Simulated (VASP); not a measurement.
Input of a VASP 6.6.1 run:

The input INCAR:

```
SYSTEM = GaAs
PREC = Accurate
ENCUT = 500
EDIFF = 1E-6
ISMEAR = 0
SIGMA = 0.02
LREAL = .FALSE.
LASPH = .TRUE.
NELM = 120
ALGO = Normal
ISIF = 2
LWAVE = .FALSE.
LCHARG = .FALSE.
GGA = PE
NBANDS = 16
GGA_COMPAT = .FALSE.
```

KPOINTS

```
regular mesh
0
G
  12 12 12
  0 0 0
```

Contents of POSCAR:

```
GaAs
1.0
    0.0000000000      2.7837871030      2.7837871030
    2.7837871030      0.0000000000      2.7837871030
    2.7837871030      2.7837871030      0.0000000000
Ga As
1 1
Direct
    0.0000000000      0.0000000000      0.0000000000
    0.2500000000      0.2500000000      0.2500000000
```

Potentials or basis: VASP PAW PBE potentials, release 64 (Ga_d, As).

The run is started by

```sh
$ cat potpaw_PBE.64/Ga_d/POTCAR potpaw_PBE.64/As/POTCAR > POTCAR
$ mpirun -np 1 vasp_std > vasp.out
```

(1) Estimate the pressure.

(2) Predict the band gap on the k mesh.

## Answers

(1) 7.4 GPa.

(2) 0.87 eV, direct.
